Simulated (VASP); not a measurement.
# SiC: single point with r2SCAN

The system is SiC.

```
CELL_PARAMETERS angstrom
3.07543 0.00000 0.00000
-1.53771 2.66340 0.00000
0.00000 0.00000 5.04804
ATOMIC_POSITIONS crystal
Si 0.33333 0.66667 0.00460
Si 0.66667 0.33333 0.50460
C 0.33333 0.66667 0.38040
C 0.66667 0.33333 0.88040
```

* Program: VASP 6.6.1
* Task: single point
* Functional: r2SCAN
* Potentials or basis: VASP PAW PBE potentials, release 64 (Si, C)
* Cutoff: 520 eV
* k mesh: 9 × 9 × 6
* Occupations: gaussian, width 0.02 eV
* Spin: no spin polarisation
* Dipole correction: no
* Further INCAR settings: ALGO = Normal; EDIFF = 1e-06; NBANDS = 16

```
Pressure               : -0.2 GPa
Band gap on the k mesh : 2.66 eV (least direct gap 4.52 eV)
```

Levels at points of the mesh, in eV from the valence-band top:
```
           k point  band 6  band 7  band 8  band 9  band 10  band 11
(0.00, 0.00, 0.00)   -0.11    0.00    0.00    5.38     6.78     7.19
(0.00, 0.00, 0.50)   -0.75   -0.75   -0.75    6.50     6.50     7.89
```

Wall time 120 s on 1 thread of Intel Xeon 8259CL, on a shared host, peak memory 0.17 GiB.

Caveat: the PAW data sets were made with another functional, which shifts forces and pressure a little; an odd mesh through Γ misses points on the zone boundary, where band edges can lie. r2SCAN opens gaps a little over a GGA but as a rule still falls short of measured ones.
